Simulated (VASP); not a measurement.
# Ru (P6_3/mmc) in VASP: a series of runs

The runs below take Ru through single point, with RPBE, LDA, PBEsol.

Program: VASP 6.6.1. These are calculated values, not measurements. Logs are shortened: lines on timing, memory, paths and dates and some standing lists are left out, and cuts for length are marked.

**1. The cell of the first run**

The structure is hexagonal, space group P6_3/mmc (No. 194). Conventional cell: a = 2.706 Å, b = 2.706 Å, c = 4.282 Å, α = 90.00°, β = 90.00°, γ = 120.00°. Ru (site symmetry -6m2) has 12 Ru at 2.65 to 2.71 Å within 3.5 Å.

**2. Single point, RPBE**

Contents of INCAR:

```
  ALGO = Normal
  EDIFF = 1E-6
  ENCUT = 520
  GGA = RP
  ISIF = 2
  ISMEAR = 1
  LASPH = True
  LCHARG = False
  LREAL = False
  LWAVE = False
  NBANDS = 21
  NELM = 100
  PREC = Accurate
  SIGMA = 0.02
```

Contents of KPOINTS:

```
k-points
0
Gamma
  10 10 6
```

Contents of POSCAR:

```
Ru
1.0
    2.7058000000      0.0000000000      0.0000000000
   -1.3529000000      2.3432915376      0.0000000000
    0.0000000000      0.0000000000      4.2819000000
Ru
2
Direct
    0.3333330000      0.6666670000      0.2500000000
    0.6666670000      0.3333330000      0.7500000000
```

Potentials or basis: VASP PAW PBE potentials, release 64 (Ru_pv).

The run is started by

```
$ cat potpaw_PBE.64/Ru_pv/POTCAR > POTCAR
$ mpirun -np 1 vasp_std > vasp.out
```

OUTCAR:

```text
EDIFF = 1E-6
   ENCUT = 520
   GGA = RP
   ISIF = 2
   ISMEAR = 1
   LASPH = True
   LREAL = False
   NELM = 100
   PREC = Accurate

 ion  position               nearest neighbor table
   1  0.333  0.667  0.250-   2 2.65   2 2.65   2 2.65   2 2.65   2 2.65   2 2.65
   2  0.667  0.333  0.750-   1 2.65   1 2.65   1 2.65   1 2.65   1 2.65   1 2.65

  LATTYP: Found a hexagonal cell.
 ALAT       =     2.7058000000
 C/A-ratio  =     1.5824894671

  Lattice vectors:

 A1 = (   2.7058000000,   0.0000000000,   0.0000000000)
 A2 = (  -1.3529000000,   2.3432915376,   0.0000000000)
 A3 = (   0.0000000000,   0.0000000000,   4.2819000000)

Analysis of symmetry for initial positions (statically):
=====================================================================
 Subroutine PRICEL returns:
 Original cell was already a primitive cell.

 Routine SETGRP: Setting up the symmetry group for a
 hexagonal supercell.

 Subroutine GETGRP returns: Found 24 space group operations
 (whereof 12 operations were pure point group operations)
 out of a pool of 24 trial point group operations.

The static configuration has the point symmetry D_3d.
 The point group associated with its full space group is D_6h.

Analysis of symmetry for dynamics (positions and initial velocities):
=====================================================================
 Subroutine PRICEL returns:
 Original cell was already a primitive cell.

 Routine SETGRP: Setting up the symmetry group for a
 hexagonal supercell.

 Subroutine GETGRP returns: Found 24 space group operations
 (whereof 12 operations were pure point group operations)
 out of a pool of 24 trial point group operations.

The dynamic configuration has the point symmetry D_3d.
 The point group associated with its full space group is D_6h.

 Subroutine INISYM returns: Found 24 space group operations
 (whereof 12 operations are pure point group operations),
 and found     1 'primitive' translations

----------------------------------------------------------------------------------------

                                     Primitive cell

  volume of cell :      27.1493

  direct lattice vectors                    reciprocal lattice vectors
     2.705800000  0.000000000  0.000000000     0.369576465  0.213375072  0.000000000
    -1.352900000  2.343291538  0.000000000     0.000000000  0.426750144  0.000000000
[... 68 lines left out ...]
   number of dos      NEDOS =    301   number of ions     NIONS =      2
   total plane-waves  NPLWV =  12800
   dimension x,y,z NGX =    20 NGY =   20 NGZ =   32
   dimension x,y,z NGXF=    40 NGYF=   40 NGZF=   64
   ions per type =               2
   NGX,Y,Z   is equivalent  to a cutoff of  12.29, 12.29, 12.42 a.u.
   NGXF,Y,Z  is equivalent  to a cutoff of  24.58, 24.58, 24.85 a.u.
 SYSTEM =  unknown system
   PREC   = accura    normal or accurate (medium, high low for compatibility)
   ISTART =      0    job   : 0-new  1-cont  2-samecut
   ICHARG =      2    charge: 1-file 2-atom 10-const
   ISPIN  =      1    spin polarized calculation?
   LNONCOLLINEAR =      F non collinear calculations
   LSORBIT =      F    spin-orbit coupling
   LASPH  =      T    aspherical Exc in radial PAW
   ENCUT  =  520.0 eV  38.22 Ry    6.18 a.u.   5.03  5.03  7.96*2*pi/ulx,y,z
   NELM   =    100;   NELMIN=  2; NELMDL= -5     # of ELM steps
   EDIFF  = 0.1E-05   stopping-criterion for ELM
   LREAL  =      F    real-space projection
[... 7 lines left out ...]
   TEBEG  =    0.0;   TEEND  =   0.0 temperature during run
   PSTRESS=    0.0 pullay stress
   NELECT =      28.0000    total number of electrons
   NUPDOWN=      -1.0000    fix difference up-down
   EMIN   =  10.00;   EMAX   =-10.00  energy-range for DOS
   EFERMI =   0.00;   METHOD = LEGACY
   ISMEAR =     1;   SIGMA  =   0.02  broadening in eV -4-tet -1-fermi 0-gaus
   EFERMI_NEDOS =   21; number of points for ismear=-14 and -15
   IALGO  =     38    algorithm
   IMIX   =      4    mixing-type and parameters
     AMIX     =   0.40;   BMIX     =  1.00
     AMIX_MAG =   1.60;   BMIX_MAG =  1.00
  volume/ion in A,a.u.               =      13.57        91.61
  Fermi-wavevector in a.u.,A,eV,Ry     =   1.654022  3.125649 37.222674  2.735789
  Thomas-Fermi vector in A             =   2.742361
   LORBIT       =      0    0 simple, 1 ext, 2 COOP (PROOUT), +10 PAW based schemes
   GGA     = RP    functional components
   LHFCALC =     F    Hartree Fock is set to
   AEXX    =    0.0000 exact exchange contribution
   IVDW    =     0    specifies the selected vdW correction
   LEPSILON=     F    determine dielectric tensor
   LRPA    =     F    only Hartree local field effects (RPA)
 non-spin polarized calculation
 Methfessel and Paxton  Order N= 1 SIGMA  =   0.02
  energy-cutoff  :      520.00
  volume of cell :       27.15
 maximum number of plane-waves:       752
 NGX is ok and might be reduce to    20
   NGX =  9   NGY =  9   NGZ = 15

 number of electron      28.0000008 magnetization

 Free energy of the ion-electron system (eV)
  ---------------------------------------------------
  ext. energy  EPLUGINS =         0.00000000
  ---------------------------------------------------
  free energy    TOTEN  =       -17.13155523 eV

  energy without entropy =      -17.13121889  energy(sigma->0) =      -17.13144311

 E-fermi :  12.9529     XC(G=0): -14.0480

 val. band max:       12.9488910061   @ k =   0.3000   0.0000   0.1667
 cond. band min:      12.9557265576   @ k =   0.3000   0.1000   0.1667
 fundamental gap:      0.0068355515
 Fermi energy:        12.9528848758

 k-point     1 :       0.0000    0.0000    0.0000
  band No.  band energies     occupation
      1     -30.7403      2.00000
      2     -29.8082      2.00000
      3     -29.8082      2.00000
      4     -29.6383      2.00000
      5     -29.6383      2.00000
      6     -29.5982      2.00000
[... 565 lines left out ...]
     20      23.4197      0.00000
     21      23.5998      0.00000

 [... further k-points ...]
[... 5 lines left out ...]
  --------------------------------------------------------------------------------------
  -------------------------------------------------------------------------------------
  Total        1.7974013      1.7974013      0.9537542      0.0000000      0.0000000      0.0000000
  in kB      106.0711068    106.0711068     56.2844611      0.0000000      0.0000000      0.0000000
  external PRESSURE =      89.4755582 kB  Pullay stress =       0.0000000 kB

 VOLUME and BASIS-vectors are now :
 -----------------------------------------------------------------------------
  energy-cutoff  :      520.00
  volume of cell :       27.15
      direct lattice vectors                 reciprocal lattice vectors
     2.705800000  0.000000000  0.000000000     0.369576465  0.213375072  0.000000000
    -1.352900000  2.343291538  0.000000000     0.000000000  0.426750144  0.000000000
     0.000000000  0.000000000  4.281900000     0.000000000  0.000000000  0.233541185

 POSITION                                       TOTAL-FORCE (eV/Angst)
 -----------------------------------------------------------------------------------
     -0.00000      1.56220      1.07048        -0.000000      0.000000      0.000000
      1.35290      0.78110      3.21143         0.000000     -0.000000      0.000000
 -----------------------------------------------------------------------------------
    total drift:                               -0.000440      0.000254     -0.000044

  FREE ENERGIE OF THE ION-ELECTRON SYSTEM (eV)
  ---------------------------------------------------
  free  energy   TOTEN  =       -17.1315552250 eV

  energy  without entropy=      -17.1312188875  energy(sigma->0) =      -17.13144311
```

OSZICAR:

```text
N       E                     dE             d eps       ncg     rms          rms(c)
DAV:   1     0.291681476746E+03    0.29168E+03   -0.17673E+04  2360   0.149E+03
DAV:   2    -0.124886847135E+02   -0.30417E+03   -0.29485E+03  2397   0.446E+02
DAV:   3    -0.183159404703E+02   -0.58273E+01   -0.57946E+01  2772   0.693E+01
DAV:   4    -0.183596990254E+02   -0.43759E-01   -0.43688E-01  2916   0.572E+00
DAV:   5    -0.183602644453E+02   -0.56542E-03   -0.56266E-03  2655   0.593E-01    0.171E+01
DAV:   6    -0.172091692876E+02    0.11511E+01   -0.27849E+00  2672   0.160E+01    0.478E+00
DAV:   7    -0.171370945501E+02    0.72075E-01   -0.30938E-01  2752   0.444E+00    0.117E+00
DAV:   8    -0.171314637426E+02    0.56308E-02   -0.17856E-02  2522   0.995E-01    0.992E-02
DAV:   9    -0.171315506200E+02   -0.86877E-04   -0.44115E-04  2756   0.208E-01    0.446E-02
DAV:  10    -0.171315554495E+02   -0.48295E-05   -0.18918E-05  2622   0.471E-02    0.842E-03
DAV:  11    -0.171315552250E+02    0.22444E-06   -0.40789E-06  2546   0.193E-02
   1 F= -.17131555E+02 E0= -.17131443E+02  d E =-.336337E-03
```

stdout:

```text
POSCAR found type information on POSCAR Ru
 POSCAR found :  1 types and       2 ions
 scaLAPACK will be used
 -----------------------------------------------------------------------------
|                                                                             |
|                                                                             |
|     You enforced a specific xc type in the INCAR file but a different       |
|     I HOPE YOU KNOW WHAT YOU ARE DOING!                                     |
|                                                                             |
 -----------------------------------------------------------------------------

 LDA part: xc-table for (Slater+PW92), standard interpolation
 POSCAR, INCAR and KPOINTS ok, starting setup
 FFT: planning ... GRIDC
 FFT: planning ... GRID_SOFT
 FFT: planning ... GRID
 WAVECAR not read
 entering main loop
```

Run time: 18 s. Hardware: 1 thread of Intel Xeon 6975P-C (Granite Rapids), shared host; peak memory 0.15 GiB.

Results:

```
Free energy            : -17.1316 eV
Pressure               : 8.9 GPa
Band gap on the k mesh : zero (band 14 reaches 14.51 eV, above the bottom of band 15 at 11.31 eV)
```

Caveat: the PAW data sets were made with another functional, which shifts forces and pressure a little.

**3. Single point, LDA**

Contents of INCAR:

```
SYSTEM = Ru
PREC = Accurate
ENCUT = 520
EDIFF = 1E-6
ISMEAR = 1
SIGMA = 0.02
LREAL = .FALSE.
LASPH = .TRUE.
NELM = 80
ALGO = Normal
ISIF = 2
LWAVE = .FALSE.
LCHARG = .TRUE.
LELF = .TRUE.
LVHAR = .TRUE.
NBANDS = 21
```

Contents of KPOINTS:

```
regular mesh
0
G
  10 10 6
  0 0 0
```

POSCAR is that of step 2.

Potentials or basis: VASP PAW LDA potentials, release 64 (Ru_pv).

The run is started by

```
$ cat potpaw_LDA.64/Ru_pv/POTCAR > POTCAR
$ mpirun -np 1 vasp_std > vasp.out
```

It took 16 s on 1 thread of Intel Xeon 6975P-C (Granite Rapids), shared host; peak memory 0.14 GiB.

The run converged. Its results:

- Free energy: -21.3341 eV
- Pressure: -11.4 GPa
- Band gap on the k mesh: zero (band 14 reaches 14.31 eV, above the bottom of band 15 at 11.08 eV)

Stress tensor (GPa, compression positive):
```
 -9.56   0.00   0.00
  0.00  -9.56   0.00
  0.00   0.00 -15.13
```

Levels at points of the mesh, in eV from the Fermi level:
```
           k point  band 12  band 13  band 14  band 15  band 16  band 17
(0.00, 0.00, 0.00)    -1.97    -1.97    -1.43    -1.43     1.16     1.16
(0.50, 0.00, 0.00)    -1.83    -1.58     1.40     1.82     1.90     4.04
(0.00, 0.00, 0.50)    -2.82    -2.77    -2.77     0.52     0.52     0.52
(0.50, 0.00, 0.50)    -1.10     0.41     0.41     1.66     1.66     3.35
```

[end of part 1 of 2]
